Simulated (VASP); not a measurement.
A run of VASP 6.6.1 is set up as follows.

The input INCAR:

```
PREC     = Accurate       # precision mode
ENCUT    = 520            # plane-wave cutoff, eV
EDIFF    = 1E-6           # SCF threshold, eV
ISMEAR   = 0              # smearing method
SIGMA    = 0.1            # smearing width, eV
LREAL    = F              # projectors in reciprocal space
LASPH    = T              # aspherical terms in the spheres
NELM     = 80             # most SCF steps
ALGO     = Normal         # electronic algorithm
ISIF     = 2              # what is computed and relaxed
LWAVE    = F              # write WAVECAR
LCHARG   = F              # write CHGCAR
LDIPOL   = T            
IDIPOL   = 3            
DIPOL    = 0.5 0.5 0.365
GGA      = PE             # functional
NBANDS   = 16             # bands
```

The input KPOINTS:

```
regular mesh
0
Gamma
  9 9 1
```

Contents of POSCAR:

```
Al3Cl
1.0
    2.8567582918      0.0000000000      0.0000000000
   -1.4283791459      2.4740252532      0.0000000000
    0.0000000000      0.0000000000     20.1013782055
Al Cl
3 1
Direct
    0.6666666667      0.3333333334      0.1989913308
    0.3333333333      0.6666666666      0.3134471548
    0.0000000000      0.0000000000      0.4278999240
    0.0000000000      0.5000000000      0.5183737115
```

Potentials or basis: VASP PAW PBE potentials, release 64 (Al, Cl).

Run with:

```bash
$ cat potpaw_PBE.64/Al/POTCAR potpaw_PBE.64/Cl/POTCAR > POTCAR
$ mpirun -np 1 vasp_std > vasp.out
```

(1) Predict the largest force.

(2) What does it give for the band gap on the k mesh?

## Answers

(1) 0.237 eV/Å.

(2) zero (band 8 reaches 1.92 eV, above the bottom of band 9 at 0.38 eV).
